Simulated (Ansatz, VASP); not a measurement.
**KCl: VASP beside Ansatz**

File INCAR:

```
  ALGO = Normal
  EDIFF = 1E-6
  ENCUT = 520
  GGA = PS
  ISIF = 2
  ISMEAR = 0
  LASPH = True
  LCHARG = False
  LREAL = False
  LWAVE = False
  NBANDS = 15
  NELM = 100
  PREC = Accurate
  SIGMA = 0.05
```

Contents of KPOINTS:

```
k-points
0
Gamma
  6 6 6
```

Contents of POSCAR:

```
KCl
1.0
    0.0000000000      3.2823440000      3.4085880000
    3.2823440000      0.0000000000      3.4085880000
    3.2823440000      3.2823440000      0.0000000000
K Cl
1 1
Direct
    0.0000000000      0.0000000000      0.0000000000
    0.5000000000      0.5000000000      0.5000000000
```

Input for Ansatz:

```yaml
crystal:
  lattice:
    - [0.0, 3.282344, 3.408588]
    - [3.282344, 0.0, 3.408588]
    - [3.282344, 3.282344, 0.0]
  atoms:
    - { symbol: K, position: [0.0, 0.0, 0.0] }
    - { symbol: Cl, position: [0.5, 0.5, 0.5] }
basis:
  ecutwfc: 420
kpoints:
  mp_grid: { grid: [6, 6, 6] }
hamiltonian:
  xc: pbesol
scf:
  occupations: { method: gaussian, width: 0.05 }
output:
  forces: true
  stress: true
  eigenvalues: true
```

Change from the starting cell: strain +0.040 along x and y, +0.080 along z, atoms carried along.

Alike in both runs: task single point; functional PBEsol; k mesh 6 × 6 × 6; occupations gaussian, width 0.05 eV; no spin polarisation.

|  | VASP | Ansatz |
| --- | --- | --- |
| version | VASP 6.6.1 | Ansatz 0.2.0 |
| potentials or method | VASP PAW PBE potentials, release 64 (K_sv, Cl), cutoff 520 eV | scalar-relativistic, plane waves, PAW |
| valence electrons in the cell | 16 | 16 |

Ansatz gave:

```
gap on the k mesh at the Fermi level (eV)                     : 4.56
least direct gap on the mesh (eV)                             : 4.56
pressure (GPa)                                                : -2.1
traceless stress, the component that is largest in VASP (GPa) : -0.20
```

What did VASP give for the same quantities?

gap on the k mesh at the Fermi level (eV): 4.55; least direct gap on the mesh (eV): 4.55; pressure (GPa): -2.1; traceless stress, the component that is largest in VASP (GPa): -0.21.

VASP's potentials were made for PBE, not for PBEsol.
